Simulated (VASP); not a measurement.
# Zr4GePd (F-43m) in VASP: single point with PBE

Aim: the single point of Zr4GePd with PBE.

Program: VASP 6.6.1. These are calculated values, not measurements. Logs are shortened: lines on timing, memory, paths and dates and some standing lists are left out, and cuts for length are marked.

## 1. The cell of the first run

The structure is cubic, space group F-43m (No. 216). Conventional cell: a = 7.307 Å, b = 7.307 Å, c = 7.307 Å, α = 90.00°, β = 90.00°, γ = 90.00°. Zr (site symmetry 3m) has 6 Zr at 2.57 to 2.60 Å and 3 Pd at 3.03 Å and 3 Ge at 3.03 Å within 3.4 Å. Ge (site symmetry -43m) has 12 Zr at 3.03 Å and 4 Pd at 3.16 Å within 4.0 Å. Within 4.0 Å of Pd (site symmetry -43m) lie 12 Zr at 3.03 Å and 4 Ge at 3.16 Å.

The cell was generated, and may not be a known phase.

## 2. Single point, PBE

Contents of INCAR:

```
SYSTEM = Zr4GePd
  PREC = Accurate
  ENCUT = 520
  EDIFF = 1E-7
  ISMEAR = 0
  SIGMA = 0.1
  LREAL = .False.
  LASPH = .True.
  NELM = 80
  ALGO = Normal
  ISIF = 2
  LWAVE = .False.
  LCHARG = .False.
  GGA = PE
  NBANDS = 45
```

Contents of KPOINTS:

```
Automatic mesh
0
Gamma
  4 4 4
  0 0 0
```

Contents of POSCAR:

```
Zr4GePd
1.0
    0.0000000000      3.6534052500      3.6534052500
    3.6534052500      0.0000000000      3.6534052500
    3.6534052500      3.6534052500      0.0000000000
Zr Ge Pd
4 1 1
Direct
    0.8742122000      0.3773634100      0.8742122000
    0.8742122000      0.8742122000      0.3773634100
    0.8742122000      0.8742122000      0.8742122000
    0.3773634100      0.8742122000      0.8742122000
    0.2500000000      0.2500000000      0.2500000000
    0.5000000000      0.5000000000      0.5000000000
```

Potentials or basis: VASP PAW PBE potentials, release 64 (Zr_sv, Ge_d, Pd).

Started as:

```bash
$ cat potpaw_PBE.64/Zr_sv/POTCAR potpaw_PBE.64/Ge_d/POTCAR potpaw_PBE.64/Pd/POTCAR > POTCAR
$ mpirun -np 1 vasp_std > vasp.out
```

OUTCAR:

```text
SYSTEM = Zr4GePd
   PREC = Accurate
   ENCUT = 520
   EDIFF = 1E-7
   ISMEAR = 0
   LREAL = .False.
   LASPH = .True.
   NELM = 80
   ISIF = 2
   GGA = PE

 ion  position               nearest neighbor table
   1  0.874  0.377  0.874-   2 2.57   3 2.57   4 2.57   4 2.60   2 2.60   3 2.60   6 3.03   6 3.03
                             6 3.03   5 3.03   5 3.03   5 3.03
   2  0.874  0.874  0.377-   1 2.57   3 2.57   4 2.57   1 2.60   4 2.60   3 2.60   6 3.03   6 3.03
                             6 3.03   5 3.03   5 3.03   5 3.03
   3  0.874  0.874  0.874-   1 2.57   2 2.57   4 2.57   4 2.60   1 2.60   2 2.60   6 3.03   6 3.03
                             6 3.03   5 3.03   5 3.03   5 3.03
   4  0.377  0.874  0.874-   1 2.57   2 2.57   3 2.57   1 2.60   2 2.60   3 2.60   6 3.03   6 3.03
                             6 3.03   5 3.03   5 3.03   5 3.03
   5  0.250  0.250  0.250-   1 3.03   2 3.03   4 3.03   3 3.03   3 3.03   3 3.03   1 3.03   1 3.03
                             4 3.03   2 3.03   2 3.03   4 3.03   6 3.16   6 3.16   6 3.16   6 3.16
   6  0.500  0.500  0.500-   1 3.03   4 3.03   2 3.03   4 3.03   1 3.03   2 3.03   3 3.03   3 3.03
                             3 3.03   1 3.03   2 3.03   4 3.03   5 3.16   5 3.16   5 3.16   5 3.16

  LATTYP: Found a face centered cubic cell.
 ALAT       =     7.3068105000

  Lattice vectors:

 A1 = (   0.0000000000,   3.6534052500,   3.6534052500)
 A2 = (   3.6534052500,   0.0000000000,   3.6534052500)
 A3 = (   3.6534052500,   3.6534052500,   0.0000000000)

Analysis of symmetry for initial positions (statically):
=====================================================================
 Subroutine PRICEL returns:
 Original cell was already a primitive cell.

 Routine SETGRP: Setting up the symmetry group for a
 face centered cubic supercell.

 Subroutine GETGRP returns: Found 24 space group operations
 (whereof 24 operations were pure point group operations)
 out of a pool of 48 trial point group operations.

The static configuration has the point symmetry T_d .

Analysis of symmetry for dynamics (positions and initial velocities):
=====================================================================
 Subroutine PRICEL returns:
 Original cell was already a primitive cell.

 Routine SETGRP: Setting up the symmetry group for a
 face centered cubic supercell.

 Subroutine GETGRP returns: Found 24 space group operations
 (whereof 24 operations were pure point group operations)
 out of a pool of 48 trial point group operations.

The dynamic configuration has the point symmetry T_d .

 Subroutine INISYM returns: Found 24 space group operations
 (whereof 24 operations are pure point group operations),
 and found     1 'primitive' translations

----------------------------------------------------------------------------------------

                                     Primitive cell

  volume of cell :      97.5267

  direct lattice vectors                    reciprocal lattice vectors
     0.000000000  3.653405250  3.653405250    -0.136858620  0.136858620  0.136858620
     3.653405250  0.000000000  3.653405250     0.136858620 -0.136858620  0.136858620
     3.653405250  3.653405250  0.000000000     0.136858620  0.136858620 -0.136858620

  length of vectors
     5.166695253  5.166695253  5.166695253     0.237046083  0.237046083  0.237046083

  position of ions in fractional coordinates (direct lattice)
     0.874212200  0.377363410  0.874212200
     0.874212200  0.874212200  0.377363410
     0.874212200  0.874212200  0.874212200
     0.377363410  0.874212200  0.874212200
     0.250000000  0.250000000  0.250000000
     0.500000000  0.500000000  0.500000000

  ion indices of the primitive-cell ions
   primitive index   ion index
                 1           1
                 2           2
                 3           3
                 4           4
                 5           5
                 6           6

----------------------------------------------------------------------------------------

 KPOINTS: Automatic mesh

Automatic generation of k-mesh.
 Grid dimensions read from file:
 generate k-points for:    4    4    4

 Generating k-lattice:

  Cartesian coordinates                     Fractional coordinates (reciprocal lattice)
    -0.034214655  0.034214655  0.034214655     0.250000000  0.000000000  0.000000000
     0.034214655 -0.034214655  0.034214655     0.000000000  0.250000000  0.000000000
     0.034214655  0.034214655 -0.034214655     0.000000000  0.000000000  0.250000000

  Length of vectors
     0.059261521  0.059261521  0.059261521

  Shift w.r.t. Gamma in fractional coordinates (k-lattice)
     0.000000000  0.000000000  0.000000000

 Subroutine IBZKPT returns following result:
 ===========================================

 Found      8 irreducible k-points:

 Following reciprocal coordinates:
            Coordinates               Weight
  0.000000  0.000000  0.000000      1.000000
  0.250000  0.000000  0.000000      8.000000
  0.500000  0.000000  0.000000      4.000000
  0.250000  0.250000  0.000000      6.000000
  0.500000  0.250000  0.000000     24.000000
 -0.250000  0.250000  0.000000     12.000000
  0.500000  0.500000  0.000000      3.000000
 -0.250000  0.500000  0.250000      6.000000
   k-points           NKPTS =      8   k-points in BZ     NKDIM =      8   number of bands    NBANDS=     45
   number of dos      NEDOS =    301   number of ions     NIONS =      6
   total plane-waves  NPLWV =  64000
   dimension x,y,z NGX =    40 NGY =   40 NGZ =   40
   dimension x,y,z NGXF=    80 NGYF=   80 NGZF=   80
   ions per type =               4   1   1
   NGX,Y,Z   is equivalent  to a cutoff of  12.87, 12.87, 12.87 a.u.
   NGXF,Y,Z  is equivalent  to a cutoff of  25.74, 25.74, 25.74 a.u.
 SYSTEM =  Zr4GePd
   PREC   = accura    normal or accurate (medium, high low for compatibility)
   ISTART =      0    job   : 0-new  1-cont  2-samecut
   ICHARG =      2    charge: 1-file 2-atom 10-const
   ISPIN  =      1    spin polarized calculation?
   LNONCOLLINEAR =      F non collinear calculations
   LSORBIT =      F    spin-orbit coupling
   LASPH  =      T    aspherical Exc in radial PAW
   ENCUT  =  520.0 eV  38.22 Ry    6.18 a.u.   9.61  9.61  9.61*2*pi/ulx,y,z
   NELM   =     80;   NELMIN=  2; NELMDL= -5     # of ELM steps
   EDIFF  = 0.1E-06   stopping-criterion for ELM
   LREAL  =      F    real-space projection
   EDIFFG = 0.1E-05   stopping-criterion for IOM
   NSW    =      0    number of steps for IOM
   IBRION =     -1    ionic relax: 0-MD 1-quasi-New 2-CG
   NFREE  =      0    steps in history (QN), initial steepest desc. (CG)
   ISIF   =      2    stress and relaxation
   ISYM   =      2    0-nonsym 1-usesym 2-fastsym
   POTIM  = 0.5000    time-step for ionic-motion
   TEBEG  =    0.0;   TEEND  =   0.0 temperature during run
   PSTRESS=    0.0 pullay stress
   NELECT =      72.0000    total number of electrons
   NUPDOWN=      -1.0000    fix difference up-down
   EMIN   =  10.00;   EMAX   =-10.00  energy-range for DOS
   EFERMI =   0.00;   METHOD = LEGACY
   ISMEAR =     0;   SIGMA  =   0.10  broadening in eV -4-tet -1-fermi 0-gaus
   EFERMI_NEDOS =   21; number of points for ismear=-14 and -15
   IALGO  =     38    algorithm
   IMIX   =      4    mixing-type and parameters
     AMIX     =   0.40;   BMIX     =  1.00
     AMIX_MAG =   1.60;   BMIX_MAG =  1.00
  volume/ion in A,a.u.               =      16.25       109.69
  Fermi-wavevector in a.u.,A,eV,Ry     =   1.479601  2.796040 29.786116  2.189218
  Thomas-Fermi vector in A             =   2.593738
   LORBIT       =      0    0 simple, 1 ext, 2 COOP (PROOUT), +10 PAW based schemes
   GGA     = PE    functional components
   LHFCALC =     F    Hartree Fock is set to
   AEXX    =    0.0000 exact exchange contribution
   IVDW    =     0    specifies the selected vdW correction
   LEPSILON=     F    determine dielectric tensor
   LRPA    =     F    only Hartree local field effects (RPA)
 non-spin polarized calculation
 Gauss-broadening in eV      SIGMA  =   0.10
  energy-cutoff  :      520.00
  volume of cell :       97.53
 maximum number of plane-waves:      2685
 NGX is ok and might be reduce to    40
   NGX = 19   NGY = 19   NGZ = 19

 number of electron      71.9999988 magnetization

 Free energy of the ion-electron system (eV)
  ---------------------------------------------------
  ext. energy  EPLUGINS =         0.00000000
  ---------------------------------------------------
  free energy    TOTEN  =       -40.19942802 eV

  energy without entropy =      -40.17925992  energy(sigma->0) =      -40.18934397

 E-fermi :  11.8154     XC(G=0): -12.6047

 val. band max:       11.8005353477   @ k =  -0.2500   0.5000   0.2500
 cond. band min:      12.0295916661   @ k =   0.2500   0.0000   0.0000
 fundamental gap:      0.2290563184
 Fermi energy:        11.8154013666

 k-point     1 :       0.0000    0.0000    0.0000
  band No.  band energies     occupation
      1     -36.7217      2.00000
      2     -35.7436      2.00000
      3     -35.7436      2.00000
      4     -35.7436      2.00000
      5     -17.4758      2.00000
      6     -15.5053      2.00000
[... 37 lines left out ...]
     44      16.9535      0.00000
     45      16.9549      0.00000

 k-point     2 :       0.2500    0.0000    0.0000
  band No.  band energies     occupation
      1     -36.6284      2.00000
      2     -35.8567      2.00000
      3     -35.7447      2.00000
      4     -35.7447      2.00000
      5     -17.1278      2.00000
      6     -15.3842      2.00000
[... 37 lines left out ...]
     44      16.5630      0.00000
     45      16.7585      0.00000

 k-point     3 :       0.5000    0.0000    0.0000
  band No.  band energies     occupation
      1     -36.4956      2.00000
      2     -36.0091      2.00000
      3     -35.7458      2.00000
      4     -35.7458      2.00000
      5     -16.7326      2.00000
      6     -15.2134      2.00000
[... 229 lines left out ...]
     44      14.6474      0.00000
     45      15.1529      0.00000

 k-point     8 :      -0.2500    0.5000    0.2500
  band No.  band energies     occupation
      1     -36.2916      2.00000
      2     -36.2231      2.00000
      3     -35.7480      2.00000
      4     -35.7479      2.00000
      5     -15.9147      2.00000
      6     -15.7972      2.00000
[... 37 lines left out ...]
     44      15.0291      0.00000
     45      16.0136      0.00000

------------------------ aborting loop because EDIFF is reached ----------------------------------------

  FORCE on cell =-STRESS in cart. coord.  units (eV):
  Direction    XX          YY          ZZ          XY          YZ          ZX
  --------------------------------------------------------------------------------------
  -------------------------------------------------------------------------------------
  Total       21.2743769     21.2743769     21.2743769      0.0000000      0.0000000     -0.0000000
  in kB      349.4973522    349.4973522    349.4973522      0.0000000      0.0000000     -0.0000000
  external PRESSURE =     349.4973522 kB  Pullay stress =       0.0000000 kB

 VOLUME and BASIS-vectors are now :
 -----------------------------------------------------------------------------
  energy-cutoff  :      520.00
  volume of cell :       97.53
      direct lattice vectors                 reciprocal lattice vectors
     0.000000000  3.653405250  3.653405250    -0.136858620  0.136858620  0.136858620
     3.653405250  0.000000000  3.653405250     0.136858620 -0.136858620  0.136858620
     3.653405250  3.653405250  0.000000000     0.136858620  0.136858620 -0.136858620

 POSITION                                       TOTAL-FORCE (eV/Angst)
 -----------------------------------------------------------------------------------
      4.57251      6.38770      4.57251        -0.531980      0.531980     -0.531980
      4.57251      4.57251      6.38770        -0.531980     -0.531980      0.531980
      6.38770      6.38770      6.38770         0.531980      0.531980      0.531980
      6.38770      4.57251      4.57251         0.531980     -0.531980     -0.531980
      1.82670      1.82670      1.82670        -0.000000      0.000000      0.000000
      3.65341      3.65341      3.65341        -0.000000      0.000000      0.000000
 -----------------------------------------------------------------------------------
    total drift:                               -0.000121     -0.000121     -0.000120

  FREE ENERGIE OF THE ION-ELECTRON SYSTEM (eV)
  ---------------------------------------------------
  free  energy   TOTEN  =       -40.1994280197 eV

  energy  without entropy=      -40.1792599245  energy(sigma->0) =      -40.18934397
```

Run time: 63 s. Hardware: 1 thread of Intel Xeon 8259CL, shared host; peak memory 0.25 GiB.

What came out:

```yaml
Free_energy: -40.1994 eV
Pressure: 34.9 GPa
Largest_force: 0.921 eV/Å
Band_gap_on_the_k_mesh: zero (bands 36 and 37 overlap by 0.98 eV)
```

Forces on the atoms (eV/Å):
```
Zr  -0.532  0.532 -0.532
Zr  -0.532 -0.532  0.532
Zr   0.532  0.532  0.532
Zr   0.532 -0.532 -0.532
Ge   0.000  0.000  0.000
Pd   0.000  0.000  0.000
```

Levels at points of the mesh, in eV from the Fermi level:
| k point | band 33 | band 34 | band 35 | band 36 | band 37 | band 38 | band 39 | band 40 |
| --- | --- | --- | --- | --- | --- | --- | --- | --- |
| (0.00, 0.00, 0.00) | -1.46 | -1.46 | -1.46 | -1.05 | -1.05 | 2.19 | 2.19 | 2.19 |
| (0.50, 0.00, 0.00) | -1.50 | -1.50 | -0.43 | -0.43 | 0.97 | 1.72 | 1.92 | 1.92 |
| (0.50, 0.50, 0.00) | -0.98 | -0.98 | -0.81 | -0.59 | 0.81 | 1.58 | 1.61 | 1.61 |

Caveat: the k points lie up to 0.37 Å⁻¹ apart, too coarse for converged energies and pressures of a metal.

The gap in the log of VASP goes by the Fermi energy; the results here count the filled bands.